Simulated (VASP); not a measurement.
# AlRu (rocksalt type): relaxation of cell and atoms with PBE

AlRu (rocksalt type):

```
Ru Al
1.0
     0.00000    2.43326    2.43326
     2.43326    0.00000    2.43326
     2.43326    2.43326    0.00000
Ru Al
1 1
Direct
  0.00000 0.00000 0.00000
  0.50000 0.50000 0.50000
```

```
Program                : VASP 6.6.1
Task                   : relaxation of cell and atoms
Functional             : PBE
Potentials or basis    : VASP PAW PBE potentials, release 64 (Ru_pv, Al)
Cutoff                 : 600 eV
k mesh                 : 13 × 13 × 13
Occupations            : fermi-dirac, width 0.1 eV
Spin                   : no spin polarisation
Target pressure        : 12 GPa
Dipole correction      : no
Further INCAR settings : ALGO = Normal; EDIFF = 1e-06; IBRION = 2; EDIFFG = -0.005; NSW = 32; ISIF = 3
```

```yaml
Relaxed_volume: 14.41 Å³/atom
Relaxed_cell: a = 3.442 Å, b = 3.442 Å, c = 3.442 Å, α = 60.00°, β = 60.00°, γ = 60.00°
Space_group_after_relaxing_to_0.05_Å: Fm-3m (No. 225)
Energy_change_on_relaxing_the_enthalpy_is_what_falls: -0.3 meV/atom
Ionic_steps: 3
Pressure_after_relaxing: 12.0 GPa
```

The path:
```
step  energy change (eV)  largest force (eV/Å)  pressure (GPa)  volume (Å³)
   1              0.0000                0.0000           12.07        28.81
   2             -0.0018                0.0000           11.88        28.84
   3             -0.0007                0.0000           12.00        28.82
```

Final structure:
```cif
data_structure
_symmetry_space_group_name_H-M 'P 1'
_symmetry_Int_Tables_number 1
_cell_length_a 3.4415
_cell_length_b 3.4415
_cell_length_c 3.4415
_cell_angle_alpha 60.000
_cell_angle_beta 60.000
_cell_angle_gamma 60.000
_cell_volume 28.82
loop_
_atom_site_label
_atom_site_type_symbol
_atom_site_fract_x
_atom_site_fract_y
_atom_site_fract_z
_atom_site_occupancy
Ru1 Ru 0.00000 0.00000 0.00000 1
Al1 Al 0.50000 0.50000 0.50000 1
```

Levels at points of the mesh, in eV from the Fermi level:
```csv
k point,band 6,band 7,band 8,band 9,band 10,band 11,band 12
"(0.00, 0.00, 0.00)",-2.24,-2.24,-1.87,-1.87,6.93,6.93,6.93
```

Wall time 38 s on 1 thread of Intel Xeon 6975P-C, on a shared host, peak memory 0.19 GiB.

Caveat: the cell is relaxed towards a set pressure, so the enthalpy falls and the energy may rise.
